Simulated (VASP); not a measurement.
# InSb3 (Cmmm) in VASP: further runs

Runs on InSb3. Level: PBEsol. Tasks: single point.

Everything below comes from runs of VASP 6.6.1. Logs are shortened: lines on timing, memory, paths and dates and some standing lists are left out, and cuts for length are marked.

### Step 1. The cell of the first run

The structure is orthorhombic, space group Cmmm (No. 65). Conventional cell: a = 6.763 Å, b = 6.831 Å, c = 4.806 Å, α = 90.00°, β = 90.00°, γ = 90.00°. Within 4.4 Å of Sb (site symmetry mmm) lie 4 In at 3.38 to 3.42 Å and 8 Sb at 3.40 Å. Within 4.4 Å of Sb (site symmetry 2/m) lie 8 Sb at 3.38 to 3.42 Å and 4 In at 3.40 Å. In (site symmetry mmm) has 12 Sb at 3.38 to 3.42 Å within 4.4 Å.

### Step 2. Single point, PBEsol

INCAR reads:

```
PREC     = Accurate       # precision mode
ENCUT    = 520            # plane-wave cutoff, eV
EDIFF    = 1E-6           # SCF threshold, eV
ISMEAR   = -1             # smearing method
SIGMA    = 0.05           # smearing width, eV
LREAL    = F              # projectors in reciprocal space
LASPH    = T              # aspherical terms in the spheres
NELM     = 80             # most SCF steps
ALGO     = Normal         # electronic algorithm
ISIF     = 2              # what is computed and relaxed
LWAVE    = F              # write WAVECAR
LCHARG   = F              # write CHGCAR
GGA      = PS             # functional
NBANDS   = 22             # bands
```

KPOINTS reads:

```
Automatic mesh
0
Gamma
  5 5 5
```

POSCAR reads:

```
InSb3
1.0
    4.8063670000     -0.0240318350      0.0000000000
   -0.0240318350      4.8063670000      0.0000000000
    0.0000000000      0.0000000000      4.8063670000
Sb In
3 1
Direct
    0.5000000000      0.5000000000      0.0000000000
    0.0000000000      0.5000000000      0.5000000000
    0.5000000000      0.0000000000      0.5000000000
    0.0000000000      0.0000000000      0.0000000000
```

Potentials or basis: VASP PAW PBE potentials, release 64 (Sb, In_d).

On the command line:

```bash
$ cat potpaw_PBE.64/Sb/POTCAR potpaw_PBE.64/In_d/POTCAR > POTCAR
$ mpirun -np 1 vasp_std > vasp.out
```

OUTCAR:

```text
PREC = Accurate
   ENCUT = 520
   EDIFF = 1E-6
   ISMEAR = -1
   LREAL = F
   LASPH = T
   NELM = 80
   ISIF = 2
   GGA = PS

 ion  position               nearest neighbor table
   1  0.500  0.500  0.000-   4 3.38   4 3.38   2 3.40   2 3.40   3 3.40   3 3.40   3 3.40   2 3.40
                             2 3.40   3 3.40   4 3.42   4 3.42
   2  0.000  0.500  0.500-   3 3.38   3 3.38   4 3.40   1 3.40   4 3.40   4 3.40   4 3.40   1 3.40
                             1 3.40   1 3.40   3 3.42   3 3.42
   3  0.500  0.000  0.500-   2 3.38   2 3.38   4 3.40   1 3.40   4 3.40   1 3.40   1 3.40   4 3.40
                             4 3.40   1 3.40   2 3.42   2 3.42
   4  0.000  0.000  0.000-   1 3.38   1 3.38   3 3.40   2 3.40   3 3.40   2 3.40   2 3.40   3 3.40
                             3 3.40   2 3.40   1 3.42   1 3.42

  LATTYP: Found a base centered orthorhombic cell.
 ALAT       =     6.7632432502
 B/A-ratio  =     1.0100502513
 C/A-ratio  =     0.7106600816

  Lattice vectors:

 A1 = (   4.8063670000,  -0.0240318350,   0.0000000000)
 A2 = (  -0.0240318350,   4.8063670000,   0.0000000000)
 A3 = (   0.0000000000,   0.0000000000,   4.8063670000)

Analysis of symmetry for initial positions (statically):
=====================================================================
 Subroutine PRICEL returns:
 Original cell was already a primitive cell.

 Routine SETGRP: Setting up the symmetry group for a
 base centered orthorhombic supercell.

 Subroutine GETGRP returns: Found  8 space group operations
 (whereof  8 operations were pure point group operations)
 out of a pool of  8 trial point group operations.

The static configuration has the point symmetry D_2h.

Analysis of symmetry for dynamics (positions and initial velocities):
=====================================================================
 Subroutine PRICEL returns:
 Original cell was already a primitive cell.

 Routine SETGRP: Setting up the symmetry group for a
 base centered orthorhombic supercell.

 Subroutine GETGRP returns: Found  8 space group operations
 (whereof  8 operations were pure point group operations)
 out of a pool of  8 trial point group operations.

The dynamic configuration has the point symmetry D_2h.

 Subroutine INISYM returns: Found  8 space group operations
 (whereof  8 operations are pure point group operations),
 and found     1 'primitive' translations

----------------------------------------------------------------------------------------

                                     Primitive cell

  volume of cell :     111.0299

  direct lattice vectors                    reciprocal lattice vectors
     4.806367000 -0.024031835  0.000000000     0.208062555  0.001040313  0.000000000
    -0.024031835  4.806367000  0.000000000     0.001040313  0.208062555  0.000000000
     0.000000000  0.000000000  4.806367000     0.000000000  0.000000000  0.208057354

  length of vectors
     4.806427079  4.806427079  4.806367000     0.208065156  0.208065156  0.208057354

  position of ions in fractional coordinates (direct lattice)
     0.500000000  0.500000000  0.000000000
     0.000000000  0.500000000  0.500000000
     0.500000000  0.000000000  0.500000000
     0.000000000  0.000000000  0.000000000

  ion indices of the primitive-cell ions
   primitive index   ion index
                 1           1
                 2           2
                 3           3
                 4           4

----------------------------------------------------------------------------------------

 KPOINTS: Automatic mesh

Automatic generation of k-mesh.
 Grid dimensions read from file:
 generate k-points for:    5    5    5

 Generating k-lattice:

  Cartesian coordinates                     Fractional coordinates (reciprocal lattice)
     0.041612511  0.000208063  0.000000000     0.200000000  0.000000000  0.000000000
     0.000208063  0.041612511  0.000000000     0.000000000  0.200000000  0.000000000
     0.000000000  0.000000000  0.041611471     0.000000000  0.000000000  0.200000000

  Length of vectors
     0.041613031  0.041613031  0.041611471

  Shift w.r.t. Gamma in fractional coordinates (k-lattice)
     0.000000000  0.000000000  0.000000000

 Subroutine IBZKPT returns following result:
 ===========================================

 Found     27 irreducible k-points:

 Following reciprocal coordinates:
            Coordinates               Weight
  0.000000  0.000000  0.000000      1.000000
  0.200000 -0.000000  0.000000      4.000000
  0.400000  0.000000  0.000000      4.000000
  0.200000  0.200000  0.000000      2.000000
  0.400000  0.200000  0.000000      4.000000
 -0.400000  0.200000  0.000000      4.000000
[... 16 lines left out ...]
  0.400000  0.200000  0.400000      8.000000
 -0.400000  0.200000  0.400000      8.000000
 [... further k-points ...]
   k-points           NKPTS =     27   k-points in BZ     NKDIM =     27   number of bands    NBANDS=     22
   number of dos      NEDOS =    301   number of ions     NIONS =      4
   total plane-waves  NPLWV =  46656
   dimension x,y,z NGX =    36 NGY =   36 NGZ =   36
   dimension x,y,z NGXF=    72 NGYF=   72 NGZF=   72
   ions per type =               3   1
   NGX,Y,Z   is equivalent  to a cutoff of  12.45, 12.45, 12.45 a.u.
   NGXF,Y,Z  is equivalent  to a cutoff of  24.90, 24.90, 24.90 a.u.
 SYSTEM =  unknown system
   PREC   = accura    normal or accurate (medium, high low for compatibility)
   ISTART =      0    job   : 0-new  1-cont  2-samecut
   ICHARG =      2    charge: 1-file 2-atom 10-const
   ISPIN  =      1    spin polarized calculation?
   LNONCOLLINEAR =      F non collinear calculations
   LSORBIT =      F    spin-orbit coupling
   LASPH  =      T    aspherical Exc in radial PAW
   ENCUT  =  520.0 eV  38.22 Ry    6.18 a.u.   8.94  8.94  8.94*2*pi/ulx,y,z
   NELM   =     80;   NELMIN=  2; NELMDL= -5     # of ELM steps
   EDIFF  = 0.1E-05   stopping-criterion for ELM
   LREAL  =      F    real-space projection
   EDIFFG = 0.1E-04   stopping-criterion for IOM
   NSW    =      0    number of steps for IOM
   IBRION =     -1    ionic relax: 0-MD 1-quasi-New 2-CG
   NFREE  =      0    steps in history (QN), initial steepest desc. (CG)
   ISIF   =      2    stress and relaxation
   ISYM   =      2    0-nonsym 1-usesym 2-fastsym
   POTIM  = 0.5000    time-step for ionic-motion
   TEBEG  =    0.0;   TEEND  =   0.0 temperature during run
   PSTRESS=    0.0 pullay stress
   NELECT =      28.0000    total number of electrons
   NUPDOWN=      -1.0000    fix difference up-down
   EMIN   =  10.00;   EMAX   =-10.00  energy-range for DOS
   EFERMI =   0.00;   METHOD = LEGACY
   ISMEAR =    -1;   SIGMA  =   0.05  broadening in eV -4-tet -1-fermi 0-gaus
   EFERMI_NEDOS =   21; number of points for ismear=-14 and -15
   IALGO  =     38    algorithm
   IMIX   =      4    mixing-type and parameters
     AMIX     =   0.40;   BMIX     =  1.00
     AMIX_MAG =   1.60;   BMIX_MAG =  1.00
  volume/ion in A,a.u.               =      27.76       187.32
  Fermi-wavevector in a.u.,A,eV,Ry     =   1.034302  1.954548 14.555260  1.069781
  Thomas-Fermi vector in A             =   2.168591
   LORBIT       =      0    0 simple, 1 ext, 2 COOP (PROOUT), +10 PAW based schemes
   GGA     = PS    functional components
   LHFCALC =     F    Hartree Fock is set to
   AEXX    =    0.0000 exact exchange contribution
   IVDW    =     0    specifies the selected vdW correction
   LEPSILON=     F    determine dielectric tensor
   LRPA    =     F    only Hartree local field effects (RPA)
 non-spin polarized calculation
  energy-cutoff  :      520.00
  volume of cell :      111.03
 maximum number of plane-waves:      3010
   NGX = 17   NGY = 17   NGZ = 17

 number of electron      28.0000010 magnetization

 Free energy of the ion-electron system (eV)
  ---------------------------------------------------
  ext. energy  EPLUGINS =         0.00000000
  ---------------------------------------------------
  free energy    TOTEN  =       -15.95795728 eV

  energy without entropy =      -15.93649676  energy(sigma->0) =      -15.94722702

 E-fermi :   7.6792     XC(G=0): -10.1769

 val. band max:        7.5319992828   @ k =   0.2000  -0.0000   0.0000
 cond. band min:       7.6804819799   @ k =  -0.4000   0.2000   0.4000
 fundamental gap:      0.1484826971
 Fermi energy:         7.6791884900

 k-point     1 :       0.0000    0.0000    0.0000
  band No.  band energies     occupation
      1      -6.8186      2.00000
      2      -6.8186      2.00000
      3      -6.8029      2.00000
      4      -6.8021      2.00000
      5      -6.8011      2.00000
      6      -4.4836      2.00000
[... 14 lines left out ...]
     21      12.5823      0.00000
     22      12.8623      0.00000

 k-point     2 :       0.2000   -0.0000    0.0000
  band No.  band energies     occupation
      1      -6.8167      2.00000
      2      -6.8131      2.00000
      3      -6.8061      2.00000
      4      -6.8060      2.00000
      5      -6.8017      2.00000
      6      -4.2413      2.00000
[... 14 lines left out ...]
     21      13.2197      0.00000
     22      13.3122      0.00000

 k-point     3 :       0.4000    0.0000    0.0000
  band No.  band energies     occupation
      1      -6.8136      2.00000
      2      -6.8124      2.00000
      3      -6.8123      2.00000
      4      -6.8043      2.00000
      5      -6.8016      2.00000
      6      -3.5684      2.00000
[... 14 lines left out ...]
     21      11.9469      0.00000
     22      13.5813      0.00000

 k-point     4 :       0.2000    0.2000    0.0000
  band No.  band energies     occupation
      1      -6.8136      2.00000
      2      -6.8113      2.00000
      3      -6.8089      2.00000
      4      -6.8065      2.00000
      5      -6.8050      2.00000
      6      -3.9933      2.00000
[... 14 lines left out ...]
     21      12.9653      0.00000
     22      13.7395      0.00000

 k-point     5 :       0.4000    0.2000    0.0000
  band No.  band energies     occupation
      1      -6.8209      2.00000
      2      -6.8120      2.00000
      3      -6.8098      2.00000
      4      -6.8053      2.00000
      5      -6.8000      2.00000
      6      -3.3164      2.00000
[... 14 lines left out ...]
     21      12.8694      0.00000
     22      14.8328      0.00000

 k-point     6 :      -0.4000    0.2000    0.0000
  band No.  band energies     occupation
      1      -6.8213      2.00000
      2      -6.8121      2.00000
      3      -6.8097      2.00000
      4      -6.8052      2.00000
      5      -6.7999      2.00000
      6      -3.3361      2.00000
[... 14 lines left out ...]
     21      12.9651      0.00000
     22      14.9551      0.00000

 k-point     7 :      -0.2000    0.2000    0.0000
  band No.  band energies     occupation
      1      -6.8145      2.00000
      2      -6.8109      2.00000
      3      -6.8088      2.00000
      4      -6.8069      2.00000
      5      -6.8045      2.00000
      6      -4.0046      2.00000
[... 324 lines left out ...]
      6      -3.3262      2.00000
[... 14 lines left out ...]
     21      12.9143      0.00000
     22      14.8888      0.00000

 k-point    21 :       0.4000    0.0000    0.4000
  band No.  band energies     occupation
      1      -6.8344      2.00000
      2      -6.8114      2.00000
      3      -6.8112      2.00000
      4      -6.8059      2.00000
      5      -6.7910      2.00000
      6      -2.6514      2.00000
[... 14 lines left out ...]
     21      13.3620      0.00000
     22      14.3595      0.00000

 k-point    22 :       0.2000    0.2000    0.4000
  band No.  band energies     occupation
      1      -6.8202      2.00000
      2      -6.8201      2.00000
      3      -6.8106      2.00000
      4      -6.8045      2.00000
      5      -6.7973      2.00000
      6      -3.0829      2.00000
[... 14 lines left out ...]
     21      12.4767      0.00000
     22      14.1555      0.00000

 k-point    23 :       0.4000    0.2000    0.4000
  band No.  band energies     occupation
      1      -6.8331      2.00000
      2      -6.8191      2.00000
      3      -6.8186      2.00000
      4      -6.7993      2.00000
      5      -6.7901      2.00000
      6      -2.4242      2.00000
[... 14 lines left out ...]
     21      13.3441      0.00000
     22      14.6337      0.00000

 k-point    24 :      -0.4000    0.2000    0.4000
  band No.  band energies     occupation
      1      -6.8333      2.00000
      2      -6.8191      2.00000
      3      -6.8186      2.00000
      4      -6.7993      2.00000
      5      -6.7901      2.00000
      6      -2.4486      2.00000
[... 14 lines left out ...]
     21      13.3864      0.00000
     22      14.6147      0.00000

 [... further k-points ...]

------------------------ aborting loop because EDIFF is reached ----------------------------------------

  FORCE on cell =-STRESS in cart. coord.  units (eV):
  Direction    XX          YY          ZZ          XY          YZ          ZX
  --------------------------------------------------------------------------------------
  -------------------------------------------------------------------------------------
  Total       -1.7508217     -1.7508217     -1.7591128     -0.0433214      0.0000000      0.0000000
  in kB      -25.2646087    -25.2646087    -25.3842500     -0.6251336      0.0000000      0.0000000
  external PRESSURE =     -25.3044891 kB  Pullay stress =       0.0000000 kB

 VOLUME and BASIS-vectors are now :
 -----------------------------------------------------------------------------
  energy-cutoff  :      520.00
  volume of cell :      111.03
      direct lattice vectors                 reciprocal lattice vectors
     4.806367000 -0.024031835  0.000000000     0.208062555  0.001040313  0.000000000
    -0.024031835  4.806367000  0.000000000     0.001040313  0.208062555  0.000000000
     0.000000000  0.000000000  4.806367000     0.000000000  0.000000000  0.208057354

 POSITION                                       TOTAL-FORCE (eV/Angst)
 -----------------------------------------------------------------------------------
      2.39117      2.39117      0.00000         0.000000      0.000000      0.000000
     -0.01202      2.40318      2.40318         0.000000      0.000000      0.000000
      2.40318     -0.01202      2.40318        -0.000000      0.000000      0.000000
      0.00000      0.00000      0.00000        -0.000000      0.000000      0.000000
 -----------------------------------------------------------------------------------
    total drift:                               -0.000000     -0.000000     -0.000000

  FREE ENERGIE OF THE ION-ELECTRON SYSTEM (eV)
  ---------------------------------------------------
  free  energy   TOTEN  =       -15.9579572838 eV

  energy  without entropy=      -15.9364967614  energy(sigma->0) =      -15.94722702
```

Run time: 22 s. Hardware: 1 thread of AMD EPYC 9R45 (Zen 5), shared host; peak memory 0.2 GiB.

Results:

| Item | Value |
| --- | --- |
| Free energy | -15.9580 eV |
| Pressure | -2.5 GPa |
| Band gap on the k mesh | zero (band 14 reaches 10.08 eV, above the bottom of band 15 at 6.95 eV) |

Stress tensor (GPa, compression positive):
```
-2.53 -0.06  0.00
-0.06 -2.53  0.00
 0.00  0.00 -2.54
```

Levels at points of the mesh, in eV from the Fermi level:
| k point | band 10 | band 11 | band 12 | band 13 | band 14 | band 15 | band 16 | band 17 | band 18 | band 19 |
| --- | --- | --- | --- | --- | --- | --- | --- | --- | --- | --- |
| (0.00, 0.00, 0.00) | -4.28 | -4.26 | -3.64 | 0.40 | 0.46 | 0.52 | 1.67 | 1.73 | 1.78 | 4.69 |

Caveat: the PAW data sets were made with another functional, which shifts forces and pressure a little; spin-orbit coupling is left out, which moves the levels of the heavy elements.

(Part 1 of 2 ends here.)
